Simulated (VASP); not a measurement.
# Te2Mo (P6_3/mmc) in VASP: a series of runs, part 2 of 3

VASP 6.6.1. Earlier steps stand in the parts before.

**3. Single point, PBE**

The input, INCAR:

```
PREC = Accurate
ENCUT = 500
EDIFF = 1E-6
ISMEAR = 1
SIGMA = 0.1
LREAL = False
LASPH = True
NELM = 120
ALGO = Normal
ISIF = 2
LWAVE = False
LCHARG = False
GGA = PE
NBANDS = 35
GGA_COMPAT = False
```

The input, KPOINTS:

```
regular mesh
0
Gamma
  7 7 2
```

The input, POSCAR:

```
Te2Mo
1.0
    3.5182000000      0.0000000000      0.0000000000
   -1.7591000000      3.0468505756      0.0000000000
    0.0000000000      0.0000000000     13.9736000000
Te Mo
4 2
Direct
    0.6666666667      0.3333333333      0.3790000000
    0.3333333333      0.6666666667      0.8790000000
    0.6666666667      0.3333333333      0.1210000000
    0.3333333333      0.6666666667      0.6210000000
    0.6666666667      0.3333333333      0.7500000000
    0.3333333333      0.6666666667      0.2500000000
```

Potentials or basis: VASP PAW PBE potentials, release 64 (Te, Mo_sv).

Launch:

```bash
cat potpaw_PBE.64/Te/POTCAR potpaw_PBE.64/Mo_sv/POTCAR > POTCAR
mpirun -np 1 vasp_std > vasp.out
```

OUTCAR:

```text
PREC = Accurate
   ENCUT = 500
   EDIFF = 1E-6
   ISMEAR = 1
   LREAL = False
   LASPH = True
   NELM = 120
   ISIF = 2
   GGA = PE

 ion  position               nearest neighbor table
   1  0.667  0.333  0.379-   6 2.72   6 2.72   6 2.72   3 3.61
   2  0.333  0.667  0.879-   5 2.72   5 2.72   5 2.72   4 3.61
   3  0.667  0.333  0.121-   6 2.72   6 2.72   6 2.72   1 3.61
   4  0.333  0.667  0.621-   5 2.72   5 2.72   5 2.72   2 3.61
   5  0.667  0.333  0.750-   2 2.72   4 2.72   2 2.72   4 2.72   2 2.72   4 2.72
   6  0.333  0.667  0.250-   1 2.72   3 2.72   1 2.72   3 2.72   1 2.72   3 2.72

  LATTYP: Found a hexagonal cell.
 ALAT       =     3.5182000000
 C/A-ratio  =     3.9718037633

  Lattice vectors:

 A1 = (   3.5182000000,   0.0000000000,   0.0000000000)
 A2 = (  -1.7591000000,   3.0468505756,   0.0000000000)
 A3 = (   0.0000000000,   0.0000000000,  13.9736000000)

Analysis of symmetry for initial positions (statically):
=====================================================================
 Subroutine PRICEL returns:
 Original cell was already a primitive cell.

 Routine SETGRP: Setting up the symmetry group for a
 hexagonal supercell.

 Subroutine GETGRP returns: Found 24 space group operations
 (whereof 12 operations were pure point group operations)
 out of a pool of 24 trial point group operations.

The static configuration has the point symmetry D_3d.
 The point group associated with its full space group is D_6h.

Analysis of symmetry for dynamics (positions and initial velocities):
=====================================================================
 Subroutine PRICEL returns:
 Original cell was already a primitive cell.

 Routine SETGRP: Setting up the symmetry group for a
 hexagonal supercell.

 Subroutine GETGRP returns: Found 24 space group operations
 (whereof 12 operations were pure point group operations)
 out of a pool of 24 trial point group operations.

The dynamic configuration has the point symmetry D_3d.
 The point group associated with its full space group is D_6h.

 Subroutine INISYM returns: Found 24 space group operations
 (whereof 12 operations are pure point group operations),
 and found     1 'primitive' translations

----------------------------------------------------------------------------------------

                                     Primitive cell

  volume of cell :     149.7890

  direct lattice vectors                    reciprocal lattice vectors
     3.518200000  0.000000000  0.000000000     0.284236257  0.164103880  0.000000000
    -1.759100000  3.046850576  0.000000000     0.000000000  0.328207759  0.000000000
     0.000000000  0.000000000 13.973600000     0.000000000  0.000000000  0.071563520

  length of vectors
     3.518200000  3.518200000 13.973600000     0.328207759  0.328207759  0.071563520

  position of ions in fractional coordinates (direct lattice)
     0.666666667  0.333333333  0.379000000
     0.333333333  0.666666667  0.879000000
     0.666666667  0.333333333  0.121000000
     0.333333333  0.666666667  0.621000000
     0.666666667  0.333333333  0.750000000
     0.333333333  0.666666667  0.250000000

  ion indices of the primitive-cell ions
   primitive index   ion index
[... 34 lines left out ...]
            Coordinates               Weight
  0.000000  0.000000  0.000000      1.000000
  0.142857 -0.000000  0.000000      6.000000
  0.285714  0.000000  0.000000      6.000000
  0.428571  0.000000  0.000000      6.000000
  0.142857  0.142857  0.000000      6.000000
  0.285714  0.142857  0.000000     12.000000
[... 8 lines left out ...]
  0.428571  0.142857  0.500000      6.000000
  0.285714  0.285714  0.500000      6.000000
   k-points           NKPTS =     16   k-points in BZ     NKDIM =     16   number of bands    NBANDS=     35
   number of dos      NEDOS =    301   number of ions     NIONS =      6
   total plane-waves  NPLWV =  84672
   dimension x,y,z NGX =    28 NGY =   28 NGZ =  108
   dimension x,y,z NGXF=    56 NGYF=   56 NGZF=  216
   ions per type =               4   2
   NGX,Y,Z   is equivalent  to a cutoff of  13.23, 13.23, 12.85 a.u.
   NGXF,Y,Z  is equivalent  to a cutoff of  26.46, 26.46, 25.70 a.u.
 SYSTEM =  unknown system
   PREC   = accura    normal or accurate (medium, high low for compatibility)
   ISTART =      0    job   : 0-new  1-cont  2-samecut
   ICHARG =      2    charge: 1-file 2-atom 10-const
   ISPIN  =      1    spin polarized calculation?
   LNONCOLLINEAR =      F non collinear calculations
   LSORBIT =      F    spin-orbit coupling
   LASPH  =      T    aspherical Exc in radial PAW
   ENCUT  =  500.0 eV  36.75 Ry    6.06 a.u.   6.41  6.41 25.48*2*pi/ulx,y,z
   NELM   =    120;   NELMIN=  2; NELMDL= -5     # of ELM steps
   EDIFF  = 0.1E-05   stopping-criterion for ELM
   LREAL  =      F    real-space projection
   EDIFFG = 0.1E-04   stopping-criterion for IOM
   NSW    =      0    number of steps for IOM
   IBRION =     -1    ionic relax: 0-MD 1-quasi-New 2-CG
   NFREE  =      0    steps in history (QN), initial steepest desc. (CG)
   ISIF   =      2    stress and relaxation
   ISYM   =      2    0-nonsym 1-usesym 2-fastsym
   POTIM  = 0.5000    time-step for ionic-motion
   TEBEG  =    0.0;   TEEND  =   0.0 temperature during run
   PSTRESS=    0.0 pullay stress
   NELECT =      52.0000    total number of electrons
   NUPDOWN=      -1.0000    fix difference up-down
   EMIN   =  10.00;   EMAX   =-10.00  energy-range for DOS
   EFERMI =   0.00;   METHOD = LEGACY
   ISMEAR =     1;   SIGMA  =   0.10  broadening in eV -4-tet -1-fermi 0-gaus
   EFERMI_NEDOS =   21; number of points for ismear=-14 and -15
   IALGO  =     38    algorithm
   IMIX   =      4    mixing-type and parameters
     AMIX     =   0.40;   BMIX     =  1.00
     AMIX_MAG =   1.60;   BMIX_MAG =  1.00
  volume/ion in A,a.u.               =      24.96       168.47
  Fermi-wavevector in a.u.,A,eV,Ry     =   1.150578  2.174277 18.011787  1.323829
  Thomas-Fermi vector in A             =   2.287241
   LORBIT       =      0    0 simple, 1 ext, 2 COOP (PROOUT), +10 PAW based schemes
   GGA     = PE    functional components
   LHFCALC =     F    Hartree Fock is set to
   AEXX    =    0.0000 exact exchange contribution
   IVDW    =     0    specifies the selected vdW correction
   LEPSILON=     F    determine dielectric tensor
   LRPA    =     F    only Hartree local field effects (RPA)
 non-spin polarized calculation
 Methfessel and Paxton  Order N= 1 SIGMA  =   0.10
  energy-cutoff  :      500.00
  volume of cell :      149.79
 maximum number of plane-waves:      3831
 NGX is ok and might be reduce to    28
   NGX = 13   NGY = 13   NGZ = 51

 number of electron      51.9999997 magnetization

 Free energy of the ion-electron system (eV)
  ---------------------------------------------------
  ext. energy  EPLUGINS =         0.00000000
  ---------------------------------------------------
  free energy    TOTEN  =       -35.98579232 eV

  energy without entropy =      -35.98607542  energy(sigma->0) =      -35.98588669

 E-fermi :   8.2152     XC(G=0): -10.4425

 val. band max:        8.1562604195   @ k =   0.0000   0.0000   0.0000
 cond. band min:       8.9913729064   @ k =   0.2857   0.1429   0.0000
 fundamental gap:      0.8351124869
 Fermi energy:         8.2152028418

 k-point     1 :       0.0000    0.0000    0.0000
  band No.  band energies     occupation
      1     -52.6654      2.00000
      2     -52.6654      2.00000
      3     -26.8320      2.00000
      4     -26.8319      2.00000
      5     -26.7092      2.00000
      6     -26.7092      2.00000
[... 597 lines left out ...]
     34      11.8180      0.00000
     35      13.2520      0.00000

------------------------ aborting loop because EDIFF is reached ----------------------------------------

  FORCE on cell =-STRESS in cart. coord.  units (eV):
  Direction    XX          YY          ZZ          XY          YZ          ZX
  --------------------------------------------------------------------------------------
  -------------------------------------------------------------------------------------
  Total        2.5288693      2.5288693      3.2274636      0.0000000     -0.0000000      0.0000000
  in kB       27.0493591     27.0493591     34.5216824      0.0000000     -0.0000000      0.0000000
  external PRESSURE =      29.5401335 kB  Pullay stress =       0.0000000 kB

 VOLUME and BASIS-vectors are now :
 -----------------------------------------------------------------------------
  energy-cutoff  :      500.00
  volume of cell :      149.79
      direct lattice vectors                 reciprocal lattice vectors
     3.518200000  0.000000000  0.000000000     0.284236257  0.164103880  0.000000000
    -1.759100000  3.046850576  0.000000000     0.000000000  0.328207759  0.000000000
     0.000000000  0.000000000 13.973600000     0.000000000  0.000000000  0.071563520

 POSITION                                       TOTAL-FORCE (eV/Angst)
 -----------------------------------------------------------------------------------
      1.75910      1.01562      5.29599        -0.000000     -0.000000      0.189170
     -0.00000      2.03123     12.28279        -0.000000      0.000000      0.189170
      1.75910      1.01562      1.69081        -0.000000     -0.000000     -0.189170
     -0.00000      2.03123      8.67761        -0.000000     -0.000000     -0.189170
      1.75910      1.01562     10.48020         0.000000     -0.000000      0.000000
     -0.00000      2.03123      3.49340        -0.000000      0.000000      0.000000
 -----------------------------------------------------------------------------------
    total drift:                               -0.000000      0.000000     -0.000000

  FREE ENERGIE OF THE ION-ELECTRON SYSTEM (eV)
  ---------------------------------------------------
  free  energy   TOTEN  =       -35.9857923240 eV

  energy  without entropy=      -35.9860754212  energy(sigma->0) =      -35.98588669
```

OSZICAR:

```text
N       E                     dE             d eps       ncg     rms          rms(c)
DAV:   1     0.386966514247E+03    0.38697E+03   -0.26524E+04  1288   0.129E+03
DAV:   2    -0.154048742237E+02   -0.40237E+03   -0.38865E+03  1364   0.314E+02
DAV:   3    -0.367432201680E+02   -0.21338E+02   -0.20928E+02  1368   0.625E+01
DAV:   4    -0.372331618028E+02   -0.48994E+00   -0.48774E+00  1321   0.947E+00
DAV:   5    -0.372451189186E+02   -0.11957E-01   -0.11955E-01  1392   0.153E+00    0.217E+01
DAV:   6    -0.364762093888E+02    0.76891E+00   -0.56727E+00  1212   0.131E+01    0.881E+00
DAV:   7    -0.364227618908E+02    0.53447E-01   -0.47470E+00  1163   0.106E+01    0.616E+00
DAV:   8    -0.359877287662E+02    0.43503E+00   -0.97063E-01  1168   0.541E+00    0.270E+00
DAV:   9    -0.359930967053E+02   -0.53679E-02   -0.19844E-01  1284   0.203E+00    0.111E+00
DAV:  10    -0.359855485199E+02    0.75482E-02   -0.31478E-02  1182   0.105E+00    0.374E-01
DAV:  11    -0.359859625638E+02   -0.41404E-03   -0.22653E-03  1378   0.230E-01    0.195E-01
DAV:  12    -0.359858379542E+02    0.12461E-03   -0.20838E-04  1296   0.785E-02    0.158E-01
DAV:  13    -0.359857970675E+02    0.40887E-04   -0.11362E-04  1233   0.550E-02    0.587E-02
DAV:  14    -0.359857949338E+02    0.21336E-05   -0.11778E-05  1189   0.155E-02    0.393E-02
DAV:  15    -0.359857936785E+02    0.12553E-05   -0.87738E-07   686   0.508E-03    0.219E-02
DAV:  16    -0.359857924055E+02    0.12730E-05   -0.30588E-06   905   0.924E-03    0.404E-03
DAV:  17    -0.359857923240E+02    0.81523E-07   -0.22026E-07   620   0.247E-03
   1 F= -.35985792E+02 E0= -.35985887E+02  d E =0.283097E-03
```

stdout:

```text
POSCAR found type information on POSCAR TeMo
 POSCAR found :  2 types and       6 ions
 scaLAPACK will be used
 LDA part: xc-table for (Slater+PW92), standard interpolation
 POSCAR, INCAR and KPOINTS ok, starting setup
 FFT: planning ... GRIDC
 FFT: planning ... GRID_SOFT
 FFT: planning ... GRID
 WAVECAR not read
 entering main loop
```

Run time: 85 s. Hardware: 1 thread of Intel Xeon Platinum 8375C at 2.90GHz (Ice Lake), shared host; peak memory 0.3 GiB.

What came out:

| Item | Value |
| --- | --- |
| Free energy | -35.9858 eV |
| Pressure | 3.0 GPa |
| Largest force | 0.189 eV/Å |
| Band gap on the k mesh | 0.84 eV, indirect (least direct gap 1.25 eV) |

Forces on the atoms (eV/Å):
```
Te   0.000  0.000  0.189
Te   0.000  0.000  0.189
Te   0.000  0.000 -0.189
Te   0.000  0.000 -0.189
Mo   0.000  0.000  0.000
Mo   0.000  0.000  0.000
```

Stress tensor (GPa, compression positive):
```
2.70 0.00 0.00
0.00 2.70 0.00
0.00 0.00 3.45
```

Caveat: spin-orbit coupling is left out, which moves the levels of the heavy elements; this functional lacks dispersion, which binds the layers, so the pressure and a relaxed spacing across them are unreliable.

**4. Single point, PBEsol**

The input, INCAR:

```
SYSTEM = Te2Mo
ALGO = Normal ; EDIFF = 1E-6
ENCUT = 500 ; GGA = PS
GGA_COMPAT = .False. ; ISIF = 2
ISMEAR = -1 ; LASPH = .True.
LCHARG = .True. ; LELF = .True.
LREAL = .False. ; LVHAR = .True.
LWAVE = .False. ; NBANDS = 35
NELM = 120 ; PREC = Accurate
SIGMA = 0.05
```

The input, KPOINTS:

```
k-points
0
Gamma
  7 7 2
  0 0 0
```

POSCAR is that of step 3.

Potentials or basis: VASP PAW PBE potentials, release 64 (Te, Mo_sv).

Launch:

```bash
cat potpaw_PBE.64/Te/POTCAR potpaw_PBE.64/Mo_sv/POTCAR > POTCAR
mpirun -np 1 vasp_std > vasp.out
```

OUTCAR:

```text
SYSTEM = Te2Mo
   EDIFF = 1E-6
   ENCUT = 500
   GGA = PS
   ISIF = 2
   ISMEAR = -1
   LASPH = .True.
   LREAL = .False.
   NELM = 120
   PREC = Accurate

 ion  position               nearest neighbor table
   1  0.667  0.333  0.379-   6 2.72   6 2.72   6 2.72   3 3.61
   2  0.333  0.667  0.879-   5 2.72   5 2.72   5 2.72   4 3.61
   3  0.667  0.333  0.121-   6 2.72   6 2.72   6 2.72   1 3.61
   4  0.333  0.667  0.621-   5 2.72   5 2.72   5 2.72   2 3.61
   5  0.667  0.333  0.750-   2 2.72   4 2.72   2 2.72   4 2.72   2 2.72   4 2.72
   6  0.333  0.667  0.250-   1 2.72   3 2.72   1 2.72   3 2.72   1 2.72   3 2.72

  LATTYP: Found a hexagonal cell.
 ALAT       =     3.5182000000
 C/A-ratio  =     3.9718037633

  Lattice vectors:

 A1 = (   3.5182000000,   0.0000000000,   0.0000000000)
 A2 = (  -1.7591000000,   3.0468505756,   0.0000000000)
 A3 = (   0.0000000000,   0.0000000000,  13.9736000000)

Analysis of symmetry for initial positions (statically):
=====================================================================
 Subroutine PRICEL returns:
 Original cell was already a primitive cell.

 Routine SETGRP: Setting up the symmetry group for a
 hexagonal supercell.

 Subroutine GETGRP returns: Found 24 space group operations
 (whereof 12 operations were pure point group operations)
 out of a pool of 24 trial point group operations.

The static configuration has the point symmetry D_3d.
 The point group associated with its full space group is D_6h.

Analysis of symmetry for dynamics (positions and initial velocities):
=====================================================================
 Subroutine PRICEL returns:
 Original cell was already a primitive cell.

 Routine SETGRP: Setting up the symmetry group for a
 hexagonal supercell.

 Subroutine GETGRP returns: Found 24 space group operations
 (whereof 12 operations were pure point group operations)
 out of a pool of 24 trial point group operations.

[... 121 lines left out ...]
  volume/ion in A,a.u.               =      24.96       168.47
  Fermi-wavevector in a.u.,A,eV,Ry     =   1.150578  2.174277 18.011787  1.323829
  Thomas-Fermi vector in A             =   2.287241
   LORBIT       =      0    0 simple, 1 ext, 2 COOP (PROOUT), +10 PAW based schemes
   GGA     = PS    functional components
   LHFCALC =     F    Hartree Fock is set to
   AEXX    =    0.0000 exact exchange contribution
   IVDW    =     0    specifies the selected vdW correction
   LEPSILON=     F    determine dielectric tensor
   LRPA    =     F    only Hartree local field effects (RPA)
 non-spin polarized calculation
  energy-cutoff  :      500.00
  volume of cell :      149.79
 maximum number of plane-waves:      3831
 NGX is ok and might be reduce to    28
   NGX = 13   NGY = 13   NGZ = 51

 number of electron      51.9999997 magnetization

 Free energy of the ion-electron system (eV)
  ---------------------------------------------------
  ext. energy  EPLUGINS =         0.00000000
  ---------------------------------------------------
  free energy    TOTEN  =       -39.38735967 eV

  energy without entropy =      -39.38733175  energy(sigma->0) =      -39.38734571

 E-fermi :   8.3760     XC(G=0): -10.5811

 val. band max:        8.0174758793   @ k =   0.0000   0.0000   0.0000
 cond. band min:       8.8302262707   @ k =   0.2857   0.1429   0.0000
 fundamental gap:      0.8127503914
 Fermi energy:         8.3759896315

 k-point     1 :       0.0000    0.0000    0.0000
  band No.  band energies     occupation
      1     -52.7215      2.00000
      2     -52.7215      2.00000
      3     -26.9164      2.00000
      4     -26.9164      2.00000
      5     -26.7878      2.00000
      6     -26.7878      2.00000
[... 597 lines left out ...]
     34      11.6623      0.00000
     35      13.0796      0.00000

------------------------ aborting loop because EDIFF is reached ----------------------------------------

  FORCE on cell =-STRESS in cart. coord.  units (eV):
  Direction    XX          YY          ZZ          XY          YZ          ZX
  --------------------------------------------------------------------------------------
  -------------------------------------------------------------------------------------
  Total       -1.1255049     -1.1255049     -0.4611741      0.0000000     -0.0000000     -0.0000000
  in kB      -12.0386554    -12.0386554     -4.9328227      0.0000000     -0.0000000     -0.0000000
  external PRESSURE =      -9.6700445 kB  Pullay stress =       0.0000000 kB

 VOLUME and BASIS-vectors are now :
 -----------------------------------------------------------------------------
  energy-cutoff  :      500.00
  volume of cell :      149.79
      direct lattice vectors                 reciprocal lattice vectors
     3.518200000  0.000000000  0.000000000     0.284236257  0.164103880  0.000000000
    -1.759100000  3.046850576  0.000000000     0.000000000  0.328207759  0.000000000
     0.000000000  0.000000000 13.973600000     0.000000000  0.000000000  0.071563520

 POSITION                                       TOTAL-FORCE (eV/Angst)
 -----------------------------------------------------------------------------------
      1.75910      1.01562      5.29599         0.000000     -0.000000     -0.060596
     -0.00000      2.03123     12.28279         0.000000      0.000000     -0.060596
      1.75910      1.01562      1.69081         0.000000     -0.000000      0.060596
     -0.00000      2.03123      8.67761         0.000000      0.000000      0.060596
      1.75910      1.01562     10.48020        -0.000000      0.000000     -0.000000
     -0.00000      2.03123      3.49340        -0.000000     -0.000000     -0.000000
 -----------------------------------------------------------------------------------
    total drift:                               -0.000000      0.000000     -0.000000

  FREE ENERGIE OF THE ION-ELECTRON SYSTEM (eV)
  ---------------------------------------------------
  free  energy   TOTEN  =       -39.3873596747 eV

  energy  without entropy=      -39.3873317522  energy(sigma->0) =      -39.38734571
```

stdout:

```text
POSCAR found type information on POSCAR TeMo
 POSCAR found :  2 types and       6 ions
 scaLAPACK will be used
 -----------------------------------------------------------------------------
|                                                                             |
|                                                                             |
|     You enforced a specific xc type in the INCAR file but a different       |
|     I HOPE YOU KNOW WHAT YOU ARE DOING!                                     |
|                                                                             |
 -----------------------------------------------------------------------------

 LDA part: xc-table for (Slater+PW92), standard interpolation
 POSCAR, INCAR and KPOINTS ok, starting setup
 FFT: planning ... GRIDC
 FFT: planning ... GRID_SOFT
 FFT: planning ... GRID
 WAVECAR not read
 entering main loop
```

Wall time 95 s (1 thread of Intel Xeon Platinum 8375C at 2.90GHz (Ice Lake), shared host); peak memory 0.3 GiB.

What came out:

```yaml
Free_energy: -39.3874 eV
Pressure: -1.0 GPa
Largest_force: 0.061 eV/Å
Band_gap_on_the_k_mesh: 0.81 eV, indirect (least direct gap 1.25 eV)
```

Forces on the atoms (eV/Å):
```
Te   0.000  0.000 -0.061
Te   0.000  0.000 -0.061
Te   0.000  0.000  0.061
Te   0.000  0.000  0.061
Mo   0.000  0.000  0.000
Mo   0.000  0.000  0.000
```

Stress tensor (GPa, compression positive):
```
-1.20  0.00  0.00
 0.00 -1.20  0.00
 0.00  0.00 -0.49
```

Caveat: the PAW data sets were made with another functional, which shifts forces and pressure a little; spin-orbit coupling is left out, which moves the levels of the heavy elements; this functional lacks dispersion, which binds the layers, so the pressure and a relaxed spacing across them are unreliable.

(Part 2 of 3 ends here.)
